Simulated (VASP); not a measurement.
# SiC (gw) (Imm2) in VASP: a series of runs

Runs on SiC (gw). Level: PBEsol. Tasks: single point.

Everything below comes from runs of VASP 6.6.1. Logs are shortened: lines on timing, memory, paths and dates and some standing lists are left out, and cuts for length are marked.

### 1 The cell of the first run

The structure is orthorhombic, space group Imm2 (No. 44). The conventional cell has a = 3.083 Å, b = 3.112 Å, c = 4.340 Å, α = 90.00°, β = 90.00°, γ = 90.00°. Within 2.5 Å of Si (site symmetry mm2) lie 4 C at 1.89 Å. C (site symmetry mm2) has 4 Si at 1.89 Å within 2.5 Å.

### 2 Single point, PBEsol

INCAR reads:

```
SYSTEM = SiC
PREC = Accurate
ENCUT = 600
EDIFF = 1E-6
ISMEAR = 0
SIGMA = 0.01
LREAL = .False.
LASPH = .True.
NELM = 120
ALGO = Normal
ISIF = 2
LWAVE = .False.
LCHARG = .False.
GGA = PS
NBANDS = 11
GGA_COMPAT = .False.
```

KPOINTS reads:

```
regular mesh
0
Gamma
  6 6 6
  0 0 0
```

POSCAR reads:

```
SiC
1.0
    0.0102279409      2.1900142738      2.1702434407
    2.1900142738      0.0102279409      2.1702434407
    2.2002422147      2.2002422147      0.0000000000
Si C
1 1
Direct
    0.0004669403      0.0004669403     -0.0004669403
    0.2495330597      0.2495330597      0.2504669403
```

Potentials or basis: VASP PAW PBE potentials, release 64 (Si, C).

On the command line:

```console
> cat potpaw_PBE.64/Si/POTCAR potpaw_PBE.64/C/POTCAR > POTCAR
> mpirun -np 1 vasp_std > vasp.out
```

OUTCAR:

```text
SYSTEM = SiC
   PREC = Accurate
   ENCUT = 600
   EDIFF = 1E-6
   ISMEAR = 0
   LREAL = .False.
   LASPH = .True.
   NELM = 120
   ISIF = 2
   GGA = PS

 ion  position               nearest neighbor table
   1  0.000  0.000  1.000-   2 1.89   2 1.89   2 1.89   2 1.89
   2  0.250  0.250  0.250-   1 1.89   1 1.89   1 1.89   1 1.89

  LATTYP: Found a body centered orthorhombic cell.
 ALAT       =     3.0826833951
 B/A-ratio  =     1.0093843518
 C/A-ratio  =     1.4080222732

  Lattice vectors:

 A1 = (   2.1900142738,   0.0102279409,  -2.1702434407)
 A2 = (  -2.1900142738,  -0.0102279409,  -2.1702434407)
 A3 = (   0.0102279409,   2.1900142738,   2.1702434407)

Analysis of symmetry for initial positions (statically):
=====================================================================
 Subroutine PRICEL returns:
 Original cell was already a primitive cell.

 Routine SETGRP: Setting up the symmetry group for a
 body centered orthorhombic supercell.

 Subroutine GETGRP returns: Found  4 space group operations
 (whereof  4 operations were pure point group operations)
 out of a pool of  8 trial point group operations.

The static configuration has the point symmetry C_2v.

Analysis of symmetry for dynamics (positions and initial velocities):
=====================================================================
 Subroutine PRICEL returns:
 Original cell was already a primitive cell.

 Routine SETGRP: Setting up the symmetry group for a
 body centered orthorhombic supercell.

 Subroutine GETGRP returns: Found  4 space group operations
 (whereof  4 operations were pure point group operations)
 out of a pool of  8 trial point group operations.

The dynamic configuration has the point symmetry C_2v.

 Subroutine INISYM returns: Found  4 space group operations
 (whereof  4 operations are pure point group operations),
 and found     1 'primitive' translations

----------------------------------------------------------------------------------------

                                     Primitive cell

  volume of cell :      20.8172

  direct lattice vectors                    reciprocal lattice vectors
     0.010227941  2.190014274  2.170243441    -0.229380280  0.229380280  0.230388900
     2.190014274  0.010227941  2.170243441     0.229380280 -0.229380280  0.230388900
     2.200242215  2.200242215  0.000000000     0.227247708  0.227247708 -0.230388900

  length of vectors
     3.083216457  3.083216457  3.111612381     0.397881479  0.397881479  0.395426462

  position of ions in fractional coordinates (direct lattice)
     0.000466940  0.000466940  0.999533060
     0.249533060  0.249533060  0.250466940

  ion indices of the primitive-cell ions
   primitive index   ion index
                 1           1
                 2           2

----------------------------------------------------------------------------------------

 KPOINTS: regular mesh

Automatic generation of k-mesh.
 Grid dimensions read from file:
 generate k-points for:    6    6    6

 Generating k-lattice:

  Cartesian coordinates                     Fractional coordinates (reciprocal lattice)
    -0.038230047  0.038230047  0.038398150     0.166666667  0.000000000  0.000000000
     0.038230047 -0.038230047  0.038398150     0.000000000  0.166666667  0.000000000
     0.037874618  0.037874618 -0.038398150     0.000000000  0.000000000  0.166666667

  Length of vectors
     0.066313580  0.066313580  0.065904410

  Shift w.r.t. Gamma in fractional coordinates (k-lattice)
     0.000000000  0.000000000  0.000000000

 Subroutine IBZKPT returns following result:
 ===========================================

 Found     46 irreducible k-points:

 Following reciprocal coordinates:
            Coordinates               Weight
  0.000000  0.000000  0.000000      1.000000
  0.166667 -0.000000  0.000000      4.000000
  0.333333  0.000000  0.000000      4.000000
  0.500000 -0.000000  0.000000      2.000000
  0.166667  0.166667  0.000000      2.000000
  0.333333  0.166667  0.000000      4.000000
[... 16 lines left out ...]
 -0.166667  0.333333  0.166667      4.000000
  0.500000  0.500000  0.166667      4.000000
 [... further k-points ...]
   k-points           NKPTS =     46   k-points in BZ     NKDIM =     46   number of bands    NBANDS=     11
   number of dos      NEDOS =    301   number of ions     NIONS =      2
   total plane-waves  NPLWV =  21952
   dimension x,y,z NGX =    28 NGY =   28 NGZ =   28
   dimension x,y,z NGXF=    56 NGYF=   56 NGZF=   56
   ions per type =               1   1
   NGX,Y,Z   is equivalent  to a cutoff of  15.10, 15.10, 14.96 a.u.
   NGXF,Y,Z  is equivalent  to a cutoff of  30.20, 30.20, 29.92 a.u.
 SYSTEM =  SiC
   PREC   = accura    normal or accurate (medium, high low for compatibility)
   ISTART =      0    job   : 0-new  1-cont  2-samecut
   ICHARG =      2    charge: 1-file 2-atom 10-const
   ISPIN  =      1    spin polarized calculation?
   LNONCOLLINEAR =      F non collinear calculations
   LSORBIT =      F    spin-orbit coupling
   LASPH  =      T    aspherical Exc in radial PAW
   ENCUT  =  600.0 eV  44.10 Ry    6.64 a.u.   6.16  6.16  6.21*2*pi/ulx,y,z
   NELM   =    120;   NELMIN=  2; NELMDL= -5     # of ELM steps
   EDIFF  = 0.1E-05   stopping-criterion for ELM
   LREAL  =      F    real-space projection
   EDIFFG = 0.1E-04   stopping-criterion for IOM
   NSW    =      0    number of steps for IOM
   IBRION =     -1    ionic relax: 0-MD 1-quasi-New 2-CG
   NFREE  =      0    steps in history (QN), initial steepest desc. (CG)
   ISIF   =      2    stress and relaxation
   ISYM   =      2    0-nonsym 1-usesym 2-fastsym
   POTIM  = 0.5000    time-step for ionic-motion
   TEBEG  =    0.0;   TEEND  =   0.0 temperature during run
   PSTRESS=    0.0 pullay stress
   NELECT =       8.0000    total number of electrons
   NUPDOWN=      -1.0000    fix difference up-down
   EMIN   =  10.00;   EMAX   =-10.00  energy-range for DOS
   EFERMI =   0.00;   METHOD = LEGACY
   ISMEAR =     0;   SIGMA  =   0.01  broadening in eV -4-tet -1-fermi 0-gaus
   EFERMI_NEDOS =   21; number of points for ismear=-14 and -15
   IALGO  =     38    algorithm
   IMIX   =      4    mixing-type and parameters
     AMIX     =   0.40;   BMIX     =  1.00
     AMIX_MAG =   1.60;   BMIX_MAG =  1.00
  volume/ion in A,a.u.               =      10.41        70.24
  Fermi-wavevector in a.u.,A,eV,Ry     =   1.190229  2.249207 19.274627  1.416645
  Thomas-Fermi vector in A             =   2.326318
   LORBIT       =      0    0 simple, 1 ext, 2 COOP (PROOUT), +10 PAW based schemes
   GGA     = PS    functional components
   LHFCALC =     F    Hartree Fock is set to
   AEXX    =    0.0000 exact exchange contribution
   IVDW    =     0    specifies the selected vdW correction
   LEPSILON=     F    determine dielectric tensor
   LRPA    =     F    only Hartree local field effects (RPA)
 non-spin polarized calculation
 Gauss-broadening in eV      SIGMA  =   0.01
  energy-cutoff  :      600.00
  volume of cell :       20.82
 maximum number of plane-waves:       713
 NGX is ok and might be reduce to    28
   NGX = 13   NGY = 13   NGZ = 13

 number of electron       8.0000000 magnetization

 Free energy of the ion-electron system (eV)
  ---------------------------------------------------
  ext. energy  EPLUGINS =         0.00000000
  ---------------------------------------------------
  free energy    TOTEN  =       -15.90220156 eV

  energy without entropy =      -15.90220156  energy(sigma->0) =      -15.90220156

 E-fermi :   8.1020     XC(G=0): -11.4773

 val. band max:        8.0361059500   @ k =   0.0000   0.0000   0.0000
 cond. band min:       9.1701507719   @ k =   0.5000   0.5000   0.0000
 fundamental gap:      1.1340448219
 Fermi energy:         8.1020090592

 k-point     1 :       0.0000    0.0000    0.0000
  band No.  band energies     occupation
      1      -7.3841      2.00000
      2       7.9320      2.00000
      3       8.0219      2.00000
      4       8.0361      2.00000
      5      14.0910      0.00000
      6      15.1018      0.00000
      7      15.1959      0.00000
      8      15.2979      0.00000
      9      22.2753      0.00000
     10      22.5440      0.00000
     11      24.1599      0.00000

 k-point     2 :       0.1667   -0.0000    0.0000
  band No.  band energies     occupation
      1      -6.8411      2.00000
      2       5.6571      2.00000
      3       7.5876      2.00000
      4       7.6996      2.00000
      5      14.1509      0.00000
      6      15.6209      0.00000
      7      15.7503      0.00000
      8      16.3071      0.00000
      9      20.7113      0.00000
     10      20.9334      0.00000
     11      23.3858      0.00000

 k-point     3 :       0.3333    0.0000    0.0000
  band No.  band energies     occupation
      1      -5.3003      2.00000
      2       1.8376      2.00000
      3       7.0558      2.00000
      4       7.1863      2.00000
      5      13.4878      0.00000
      6      15.3936      0.00000
      7      15.5929      0.00000
      8      17.7714      0.00000
      9      22.0810      0.00000
     10      22.1974      0.00000
     11      22.9961      0.00000

 k-point     4 :       0.5000   -0.0000    0.0000
  band No.  band energies     occupation
      1      -3.7670      2.00000
      2      -0.5578      2.00000
      3       6.8412      2.00000
      4       6.9792      2.00000
      5      13.2312      0.00000
      6      14.9602      0.00000
      7      15.1796      0.00000
      8      17.8579      0.00000
      9      23.9433      0.00000
     10      25.0545      0.00000
     11      25.1296      0.00000

 k-point     5 :       0.1667    0.1667    0.0000
  band No.  band energies     occupation
      1      -6.6566      2.00000
      2       6.2379      2.00000
      3       6.7818      2.00000
      4       6.9080      2.00000
      5      13.3916      0.00000
      6      15.2119      0.00000
      7      16.8668      0.00000
      8      16.9911      0.00000
      9      18.8339      0.00000
     10      23.0960      0.00000
     11      26.4085      0.00000
[... 211 lines left out ...]
 k-point    21 :       0.5000    0.3333    0.1667
  band No.  band energies     occupation
      1      -4.0057      2.00000
      2       2.0379      2.00000
      3       3.8245      2.00000
      4       5.5945      2.00000
      5      12.7349      0.00000
      6      15.5078      0.00000
      7      16.4177      0.00000
      8      19.5978      0.00000
      9      21.1979      0.00000
     10      24.6768      0.00000
     11      28.4090      0.00000

 k-point    22 :      -0.3333    0.3333    0.1667
  band No.  band energies     occupation
      1      -2.6824      2.00000
      2       0.6156      2.00000
      3       3.2467      2.00000
      4       4.8336      2.00000
      5      12.9264      0.00000
      6      15.6006      0.00000
      7      18.2048      0.00000
      8      19.1566      0.00000
      9      20.7879      0.00000
     10      24.3330      0.00000
     11      28.9920      0.00000

 k-point    23 :      -0.1667    0.3333    0.1667
  band No.  band energies     occupation
      1      -4.0171      2.00000
      2       2.0466      2.00000
      3       3.9318      2.00000
      4       5.5042      2.00000
      5      12.7317      0.00000
      6      15.6151      0.00000
      7      16.2396      0.00000
      8      19.5155      0.00000
      9      21.2230      0.00000
     10      24.6250      0.00000
     11      28.5024      0.00000

 k-point    24 :       0.5000    0.5000    0.1667
  band No.  band energies     occupation
      1      -3.0137      2.00000
      2       1.1651      2.00000
      3       3.5754      2.00000
      4       5.2205      2.00000
      5      10.5975      0.00000
      6      13.8885      0.00000
      7      19.9836      0.00000
      8      20.0559      0.00000
      9      22.1219      0.00000
     10      25.9422      0.00000
     11      29.4072      0.00000

 [... further k-points ...]
[... 5 lines left out ...]
  --------------------------------------------------------------------------------------
  -------------------------------------------------------------------------------------
  Total       -0.2565650     -0.2565650      0.0306360     -0.2900273      0.0000000      0.0000000
  in kB      -19.7462706    -19.7462706      2.3578724    -22.3216659      0.0000000      0.0000000
  external PRESSURE =     -12.3782230 kB  Pullay stress =       0.0000000 kB

 VOLUME and BASIS-vectors are now :
 -----------------------------------------------------------------------------
  energy-cutoff  :      600.00
  volume of cell :       20.82
      direct lattice vectors                 reciprocal lattice vectors
     0.010227941  2.190014274  2.170243441    -0.229380280  0.229380280  0.230388900
     2.190014274  0.010227941  2.170243441     0.229380280 -0.229380280  0.230388900
     2.200242215  2.200242215  0.000000000     0.227247708  0.227247708 -0.230388900

 POSITION                                       TOTAL-FORCE (eV/Angst)
 -----------------------------------------------------------------------------------
      2.20024      2.20024      0.00203        -0.000000     -0.000000     -0.000297
      1.10012      1.10012      1.08309         0.000000      0.000000      0.000297
 -----------------------------------------------------------------------------------
    total drift:                               -0.000000     -0.000000     -0.000023

  FREE ENERGIE OF THE ION-ELECTRON SYSTEM (eV)
  ---------------------------------------------------
  free  energy   TOTEN  =       -15.9022015566 eV

  energy  without entropy=      -15.9022015566  energy(sigma->0) =      -15.90220156
```

Run time: 11 s. Hardware: 1 thread of Intel Xeon 6975P-C (Granite Rapids), shared host; peak memory 0.15 GiB.

What came out:

```yaml
Free_energy: -15.9022 eV
Pressure: -1.2 GPa
Band_gap_on_the_k_mesh: 1.13 eV, indirect (least direct gap 4.36 eV)
```

Stress tensor (GPa, compression positive):
```
-1.97 -2.23  0.00
-2.23 -1.97  0.00
 0.00  0.00  0.24
```

Levels at points of the mesh, in eV from the valence-band top:
| k point | band 1 | band 2 | band 3 | band 4 | band 5 | band 6 | band 7 | band 8 |
| --- | --- | --- | --- | --- | --- | --- | --- | --- |
| (0.00, 0.00, 0.00) | -15.42 | -0.10 | -0.01 | 0.00 | 6.05 | 7.07 | 7.16 | 7.26 |
| (0.50, 0.00, 0.00) | -11.80 | -8.59 | -1.19 | -1.06 | 5.20 | 6.92 | 7.14 | 9.82 |
| (0.50, 0.50, 0.00) | -10.33 | -7.78 | -3.39 | -3.22 | 1.13 | 4.03 | 13.80 | 13.83 |
| (0.00, 0.00, 0.50) | -11.87 | -8.63 | -1.10 | -1.03 | 5.34 | 7.08 | 7.15 | 9.86 |
| (0.50, 0.00, 0.50) | -10.40 | -7.89 | -3.21 | -3.20 | 1.22 | 4.19 | 13.69 | 13.99 |

Caveat: the PAW data sets were made with another functional, which shifts forces and pressure a little.

[end of part 1 of 2]
